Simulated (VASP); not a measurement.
# MgS (F-43m) in VASP: notebook

Runs on MgS. Level: PBEsol. Tasks: single point.

Everything below comes from runs of VASP 6.6.1. Logs are shortened: lines on timing, memory, paths and dates and some standing lists are left out, and cuts for length are marked.

### Step 1. The cell of the first run

Symmetry: F-43m, No. 216, cubic system. The conventional cell has a = 5.249 Å, b = 5.249 Å, c = 5.249 Å, α = 90.00°, β = 90.00°, γ = 90.00°. S (site symmetry -43m) has 4 Mg at 2.27 Å within 3.0 Å. Mg (site symmetry -43m) has 4 S at 2.27 Å within 3.0 Å.

### Step 2. Single point, PBEsol

Input file INCAR:

```
SYSTEM = MgS
PREC     = Accurate       ! precision mode
ENCUT    = 520            ! plane-wave cutoff, eV
EDIFF    = 1E-7           ! SCF threshold, eV
ISMEAR   = -1             ! smearing method
SIGMA    = 0.05           ! smearing width, eV
LREAL    = .FALSE.        ! projectors in reciprocal space
LASPH    = .TRUE.         ! aspherical terms in the spheres
NELM     = 60             ! most SCF steps
ALGO     = Normal         ! electronic algorithm
ISIF     = 2              ! what is computed and relaxed
LWAVE    = .FALSE.        ! write WAVECAR
LCHARG   = .FALSE.        ! write CHGCAR
GGA      = PS             ! functional
NBANDS   = 11             ! bands
```

Input file KPOINTS:

```
regular mesh
0
G
  8 8 8
  0 0 0
```

Input file POSCAR:

```
MgS
1.0
    0.0000000000      2.6246733881      2.6246733881
    2.6246733881      0.0000000000      2.6246733881
    2.6246733881      2.6246733881      0.0000000000
S Mg
1 1
Direct
    0.2500000000      0.2500000000      0.2500000000
    0.0000000000      0.0000000000      0.0000000000
```

Potentials or basis: VASP PAW PBE potentials, release 64 (S, Mg).

On the command line:

```
cat potpaw_PBE.64/S/POTCAR potpaw_PBE.64/Mg/POTCAR > POTCAR
mpirun -np 1 vasp_std > vasp.out
```

OUTCAR:

```text
SYSTEM = MgS
   PREC = Accurate
   ENCUT = 520
   EDIFF = 1E-7
   ISMEAR = -1
   LREAL = .FALSE.
   LASPH = .TRUE.
   NELM = 60
   ISIF = 2
   GGA = PS

 ion  position               nearest neighbor table
   1  0.250  0.250  0.250-   2 2.27   2 2.27   2 2.27   2 2.27
   2  0.000  0.000  0.000-   1 2.27   1 2.27   1 2.27   1 2.27

  LATTYP: Found a face centered cubic cell.
 ALAT       =     5.2493467762

  Lattice vectors:

 A1 = (   0.0000000000,   2.6246733881,   2.6246733881)
 A2 = (   2.6246733881,   0.0000000000,   2.6246733881)
 A3 = (   2.6246733881,   2.6246733881,   0.0000000000)

Analysis of symmetry for initial positions (statically):
=====================================================================
 Subroutine PRICEL returns:
 Original cell was already a primitive cell.

 Routine SETGRP: Setting up the symmetry group for a
 face centered cubic supercell.

 Subroutine GETGRP returns: Found 24 space group operations
 (whereof 24 operations were pure point group operations)
 out of a pool of 48 trial point group operations.

The static configuration has the point symmetry T_d .

Analysis of symmetry for dynamics (positions and initial velocities):
=====================================================================
 Subroutine PRICEL returns:
 Original cell was already a primitive cell.

 Routine SETGRP: Setting up the symmetry group for a
 face centered cubic supercell.

 Subroutine GETGRP returns: Found 24 space group operations
 (whereof 24 operations were pure point group operations)
 out of a pool of 48 trial point group operations.

The dynamic configuration has the point symmetry T_d .

 Subroutine INISYM returns: Found 24 space group operations
 (whereof 24 operations are pure point group operations),
 and found     1 'primitive' translations

----------------------------------------------------------------------------------------

                                     Primitive cell

  volume of cell :      36.1623

  direct lattice vectors                    reciprocal lattice vectors
     0.000000000  2.624673388  2.624673388    -0.190499893  0.190499893  0.190499893
     2.624673388  0.000000000  2.624673388     0.190499893 -0.190499893  0.190499893
     2.624673388  2.624673388  0.000000000     0.190499893  0.190499893 -0.190499893

  length of vectors
     3.711848702  3.711848702  3.711848702     0.329955494  0.329955494  0.329955494

  position of ions in fractional coordinates (direct lattice)
     0.250000000  0.250000000  0.250000000
     0.000000000  0.000000000  0.000000000

  ion indices of the primitive-cell ions
   primitive index   ion index
                 1           1
                 2           2

----------------------------------------------------------------------------------------

 KPOINTS: regular mesh

Automatic generation of k-mesh.
 Grid dimensions read from file:
 generate k-points for:    8    8    8

 Generating k-lattice:

  Cartesian coordinates                     Fractional coordinates (reciprocal lattice)
    -0.023812487  0.023812487  0.023812487     0.125000000  0.000000000  0.000000000
     0.023812487 -0.023812487  0.023812487     0.000000000  0.125000000  0.000000000
     0.023812487  0.023812487 -0.023812487     0.000000000  0.000000000  0.125000000

  Length of vectors
     0.041244437  0.041244437  0.041244437

  Shift w.r.t. Gamma in fractional coordinates (k-lattice)
     0.000000000  0.000000000  0.000000000

 Subroutine IBZKPT returns following result:
 ===========================================

 Found     29 irreducible k-points:

 Following reciprocal coordinates:
            Coordinates               Weight
  0.000000  0.000000  0.000000      1.000000
  0.125000  0.000000  0.000000      8.000000
  0.250000  0.000000  0.000000      8.000000
  0.375000  0.000000  0.000000      8.000000
  0.500000  0.000000  0.000000      4.000000
  0.125000  0.125000  0.000000      6.000000
[... 16 lines left out ...]
  0.500000  0.250000  0.125000     48.000000
 -0.375000  0.250000  0.125000     24.000000
 [... further k-points ...]
   k-points           NKPTS =     29   k-points in BZ     NKDIM =     29   number of bands    NBANDS=     11
   number of dos      NEDOS =    301   number of ions     NIONS =      2
   total plane-waves  NPLWV =  21952
   dimension x,y,z NGX =    28 NGY =   28 NGZ =   28
   dimension x,y,z NGXF=    56 NGYF=   56 NGZF=   56
   ions per type =               1   1
   NGX,Y,Z   is equivalent  to a cutoff of  12.54, 12.54, 12.54 a.u.
   NGXF,Y,Z  is equivalent  to a cutoff of  25.08, 25.08, 25.08 a.u.
 SYSTEM =  MgS
   PREC   = accura    normal or accurate (medium, high low for compatibility)
   ISTART =      0    job   : 0-new  1-cont  2-samecut
   ICHARG =      2    charge: 1-file 2-atom 10-const
   ISPIN  =      1    spin polarized calculation?
   LNONCOLLINEAR =      F non collinear calculations
   LSORBIT =      F    spin-orbit coupling
   LASPH  =      T    aspherical Exc in radial PAW
   ENCUT  =  520.0 eV  38.22 Ry    6.18 a.u.   6.90  6.90  6.90*2*pi/ulx,y,z
   NELM   =     60;   NELMIN=  2; NELMDL= -5     # of ELM steps
   EDIFF  = 0.1E-06   stopping-criterion for ELM
   LREAL  =      F    real-space projection
   EDIFFG = 0.1E-05   stopping-criterion for IOM
   NSW    =      0    number of steps for IOM
   IBRION =     -1    ionic relax: 0-MD 1-quasi-New 2-CG
   NFREE  =      0    steps in history (QN), initial steepest desc. (CG)
   ISIF   =      2    stress and relaxation
   ISYM   =      2    0-nonsym 1-usesym 2-fastsym
   POTIM  = 0.5000    time-step for ionic-motion
   TEBEG  =    0.0;   TEEND  =   0.0 temperature during run
   PSTRESS=    0.0 pullay stress
   NELECT =       8.0000    total number of electrons
   NUPDOWN=      -1.0000    fix difference up-down
   EMIN   =  10.00;   EMAX   =-10.00  energy-range for DOS
   EFERMI =   0.00;   METHOD = LEGACY
   ISMEAR =    -1;   SIGMA  =   0.05  broadening in eV -4-tet -1-fermi 0-gaus
   EFERMI_NEDOS =   21; number of points for ismear=-14 and -15
   IALGO  =     38    algorithm
   IMIX   =      4    mixing-type and parameters
     AMIX     =   0.40;   BMIX     =  1.00
     AMIX_MAG =   1.60;   BMIX_MAG =  1.00
  volume/ion in A,a.u.               =      18.08       122.02
  Fermi-wavevector in a.u.,A,eV,Ry     =   0.990116  1.871049 13.338204  0.980330
  Thomas-Fermi vector in A             =   2.121764
   LORBIT       =      0    0 simple, 1 ext, 2 COOP (PROOUT), +10 PAW based schemes
   GGA     = PS    functional components
   LHFCALC =     F    Hartree Fock is set to
   AEXX    =    0.0000 exact exchange contribution
   IVDW    =     0    specifies the selected vdW correction
   LEPSILON=     F    determine dielectric tensor
   LRPA    =     F    only Hartree local field effects (RPA)
 non-spin polarized calculation
  energy-cutoff  :      520.00
  volume of cell :       36.16
 maximum number of plane-waves:       992
   NGX = 13   NGY = 13   NGZ = 13

 number of electron       8.0000001 magnetization

 Free energy of the ion-electron system (eV)
  ---------------------------------------------------
  ext. energy  EPLUGINS =         0.00000000
  ---------------------------------------------------
  free energy    TOTEN  =        -8.45121770 eV

  energy without entropy =       -8.45121770  energy(sigma->0) =       -8.45121770

 E-fermi :   3.7022     XC(G=0):  -9.4876

 val. band max:        2.6140763502   @ k =   0.0000   0.0000   0.0000
 cond. band min:       6.0332143034   @ k =   0.5000   0.5000   0.0000
 fundamental gap:      3.4191379532
 Fermi energy:         3.7022180386

 k-point     1 :       0.0000    0.0000    0.0000
  band No.  band energies     occupation
      1      -9.5501      2.00000
      2       2.6141      2.00000
      3       2.6141      2.00000
      4       2.6141      2.00000
      5       7.1210      0.00000
      6      11.0407      0.00000
      7      11.0407      0.00000
      8      11.0407      0.00000
      9      13.8372      0.00000
     10      13.8372      0.00000
     11      17.6820      0.00000

 k-point     2 :       0.1250    0.0000    0.0000
  band No.  band energies     occupation
      1      -9.4165      2.00000
      2       1.7799      2.00000
      3       2.5474      2.00000
      4       2.5474      2.00000
      5       7.8287      0.00000
      6      10.9375      0.00000
      7      11.2570      0.00000
      8      11.2570      0.00000
      9      13.3170      0.00000
     10      13.3170      0.00000
     11      16.6980      0.00000

 k-point     3 :       0.2500    0.0000    0.0000
  band No.  band energies     occupation
      1      -9.0608      2.00000
      2       0.2836      2.00000
      3       2.3988      2.00000
      4       2.3988      2.00000
      5       8.5215      0.00000
      6      11.1663      0.00000
      7      11.1663      0.00000
      8      11.3092      0.00000
      9      13.5201      0.00000
     10      13.5201      0.00000
     11      15.8489      0.00000

 k-point     4 :       0.3750    0.0000    0.0000
  band No.  band energies     occupation
      1      -8.6414      2.00000
      2      -0.9553      2.00000
      3       2.2648      2.00000
      4       2.2648      2.00000
      5       8.4786      0.00000
      6      10.6350      0.00000
      7      10.6350      0.00000
      8      11.9563      0.00000
      9      15.1153      0.00000
     10      15.1153      0.00000
     11      16.2598      0.00000
[... 239 lines left out ...]
 k-point    22 :       0.3750    0.2500    0.1250
  band No.  band energies     occupation
      1      -8.7794      2.00000
      2       0.0496      2.00000
      3       1.4900      2.00000
      4       2.1322      2.00000
      5       8.8194      0.00000
      6      10.1459      0.00000
      7      10.7662      0.00000
      8      12.6032      0.00000
      9      13.0235      0.00000
     10      16.0224      0.00000
     11      18.2194      0.00000

 k-point    23 :       0.5000    0.2500    0.1250
  band No.  band energies     occupation
      1      -8.4240      2.00000
      2      -0.6567      2.00000
      3       1.0480      2.00000
      4       1.8938      2.00000
      5       8.7467      0.00000
      6       9.9902      0.00000
      7      11.3026      0.00000
      8      12.3830      0.00000
      9      14.4630      0.00000
     10      17.5791      0.00000
     11      17.9717      0.00000

 k-point    24 :      -0.3750    0.2500    0.1250
  band No.  band energies     occupation
      1      -8.2590      2.00000
      2      -0.9792      2.00000
      3       0.9275      2.00000
      4       1.7640      2.00000
      5       8.7011      0.00000
      6       9.7544      0.00000
      7      11.8966      0.00000
      8      12.5685      0.00000
      9      15.1484      0.00000
     10      16.5894      0.00000
     11      18.4093      0.00000

 [... further k-points ...]
[... 5 lines left out ...]
  --------------------------------------------------------------------------------------
  -------------------------------------------------------------------------------------
  Total        4.5479333      4.5479333      4.5479333     -0.0000000      0.0000000     -0.0000000
  in kB      201.4971302    201.4971302    201.4971302     -0.0000000      0.0000000     -0.0000000
  external PRESSURE =     201.4971302 kB  Pullay stress =       0.0000000 kB

 VOLUME and BASIS-vectors are now :
 -----------------------------------------------------------------------------
  energy-cutoff  :      520.00
  volume of cell :       36.16
      direct lattice vectors                 reciprocal lattice vectors
     0.000000000  2.624673388  2.624673388    -0.190499893  0.190499893  0.190499893
     2.624673388  0.000000000  2.624673388     0.190499893 -0.190499893  0.190499893
     2.624673388  2.624673388  0.000000000     0.190499893  0.190499893 -0.190499893

 POSITION                                       TOTAL-FORCE (eV/Angst)
 -----------------------------------------------------------------------------------
      1.31234      1.31234      1.31234        -0.000000     -0.000000      0.000000
      0.00000      0.00000      0.00000         0.000000      0.000000     -0.000000
 -----------------------------------------------------------------------------------
    total drift:                                0.000000      0.000000      0.000000

  FREE ENERGIE OF THE ION-ELECTRON SYSTEM (eV)
  ---------------------------------------------------
  free  energy   TOTEN  =        -8.4512177023 eV

  energy  without entropy=       -8.4512177023  energy(sigma->0) =       -8.45121770
```

Run time: 7.9 s. Hardware: 1 thread of Intel Xeon Platinum 8559C (Emerald Rapids), shared host; peak memory 0.15 GiB.

Results:

| Quantity | Value |
| --- | --- |
| Free energy | -8.4512 eV |
| Pressure | 20.1 GPa |
| Band gap on the k mesh | 3.42 eV, indirect (least direct gap 4.51 eV) |

Caveat: the PAW data sets were made with another functional, which shifts forces and pressure a little.

(Part 1 of 2 ends here.)
